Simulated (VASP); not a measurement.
A run of VASP 6.6.1 is set up as follows.

File INCAR:

```
SYSTEM = H2CSO
ALGO = Normal
EDIFF = 1E-6
ENCUT = 520
GGA = PS
GGA_COMPAT = .False.
ISIF = 2
ISMEAR = -1
LASPH = .True.
LCHARG = .True.
LELF = .True.
LREAL = .False.
LVHAR = .True.
LWAVE = .False.
NBANDS = 63
NELM = 120
PREC = Accurate
SIGMA = 0.02
```

File KPOINTS:

```
k-points
0
Gamma
  1 1 1
  0 0 0
```

POSCAR

```
H2CSO
1.0
    7.9817290000      0.0000000000      0.0000000000
    0.0000000000      7.9817290000      0.0000000000
    0.0000000000      0.0000000000      7.9817290000
O C S H
5 5 5 10
Direct
    0.7925350510      0.2693777251      0.2263795225
    0.5866899265      0.0152347944      0.5932173342
    0.3002357008      0.7768993410      0.4458432503
   -0.0443011784      0.3044202578      0.7326983915
    0.2582022016      1.0313554870      0.8253349619
    0.8183565240      0.4072551198      0.2614846984
    0.5854495937      0.1600906270      0.5697888265
    0.3620644099      0.8079076601      0.3175878309
    0.0771512037      0.3700200796      0.7822991735
    0.1299593108      0.9628490268      0.8043745910
    0.8576086710      0.5947082393      0.2984065232
    0.5656042695      0.3590450139      0.5531758846
    0.4290423792      0.8665415726      0.1421747093
    0.2362395416      0.4789814337      0.8392793090
   -0.0270993916      0.8581849872      0.7698081456
   -0.1148372740      0.9282199383      0.3798299842
   -0.1172928823      1.0034793213      0.4389399841
    0.0450403666     -0.1161778357      0.1942436282
   -0.0130924014     -0.0611521639      0.1496668203
    0.3343636448      0.4353442719      0.2345857646
    0.2814553087      0.4324626907      0.3082915995
    0.5240969720      0.7405788896      0.7058119864
    0.5480516815      0.6594310581      0.7560391990
    0.6991467638      0.4924246363      0.8955202563
    0.7421950808      0.5667944878      0.9319033508
```

Potentials or basis: VASP PAW PBE potentials, release 64 (O, C, S, H).

The run is started by

```console
$ cat potpaw_PBE.64/O/POTCAR potpaw_PBE.64/C/POTCAR potpaw_PBE.64/S/POTCAR potpaw_PBE.64/H/POTCAR > POTCAR
$ mpirun -np 1 vasp_gam > vasp.out
```

Estimate the pressure.

0.4 GPa.

What does it give for the band gap on the k mesh?

4.55 eV.

Stress tensor (GPa, compression positive):
```
 0.45  0.11 -0.37
 0.11 -0.05  0.12
-0.37  0.12  0.91
```

Caveat: the k points lie up to 0.79 Å⁻¹ apart; the PAW data sets were made with another functional, which shifts forces and pressure a little.
